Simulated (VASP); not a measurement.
AlC3: relaxation of cell and atoms with PBE

The system is AlC3.

```
CELL_PARAMETERS angstrom
3.21904 0.00000 0.00000
0.00000 3.21904 0.00000
0.00000 0.00000 3.21904
ATOMIC_POSITIONS crystal
Al 0.00000 0.00000 0.00000
C 0.00000 0.50000 0.50000
C 0.50000 0.00000 0.50000
C 0.50000 0.50000 0.00000
```

- Program: VASP 6.6.1
- Task: relaxation of cell and atoms
- Functional: PBE
- Potentials or basis: VASP PAW PBE potentials, release 64 (Al, C)
- Cutoff: 600 eV
- k mesh: 14 × 14 × 14
- Occupations: gaussian, width 0.1 eV
- Spin: no spin polarisation
- Dipole correction: no
- Further INCAR settings: ALGO = Normal; EDIFF = 1e-07; IBRION = 2; EDIFFG = -0.01; NSW = 100; ISIF = 3

```
Relaxed volume                         : 8.25 Å³/atom
Relaxed cell                           : a = 3.208 Å, b = 3.208 Å, c = 3.208 Å, α = 90.00°, β = 90.00°, γ = 90.00°
Space group after relaxing (to 0.05 Å) : Pm-3m (No. 221)
Energy gained by relaxing              : 0.5 meV/atom
Ionic steps                            : 3
Pressure after relaxing                : 0.0 GPa
```

Step by step:
```tsv
step	energy change (eV)	largest force (eV/Å)	pressure (GPa)	volume (Å³)
1	0.0000	0.0000	-1.76	33.36
2	-0.0019	0.0000	0.43	32.92
3	-0.0020	0.0000	0.00	33.00
```

Final structure:
```yaml
crystal:
  lattice:
    - [3.20750, 0.00000, 0.00000]
    - [0.00000, 3.20750, 0.00000]
    - [0.00000, 0.00000, 3.20750]
  atoms:
    - { symbol: Al, position: [0.00000, 0.00000, 0.00000] }
    - { symbol: C, position: [0.00000, 0.50000, 0.50000] }
    - { symbol: C, position: [0.50000, 0.00000, 0.50000] }
    - { symbol: C, position: [0.50000, 0.50000, 0.00000] }
```

Levels at points of the mesh, in eV from the Fermi level:
```tsv
k point	band 4	band 5	band 6	band 7	band 8	band 9	band 10	band 11
(0.00, 0.00, 0.00)	-6.00	-6.00	-6.00	1.32	1.32	1.32	1.93	4.29
(0.50, 0.00, 0.00)	-3.89	-3.89	-2.23	-2.23	-1.87	-0.60	0.58	3.79
(0.50, 0.50, 0.00)	-9.13	-1.45	-1.45	-0.99	-0.55	-0.24	-0.24	4.77
(0.50, 0.50, 0.50)	-7.96	-7.83	-7.83	-7.83	-1.17	5.08	5.08	5.08
```

Wall time 2.1 min on 1 thread of Intel Xeon 8259CL, on a shared host, peak memory 0.19 GiB.
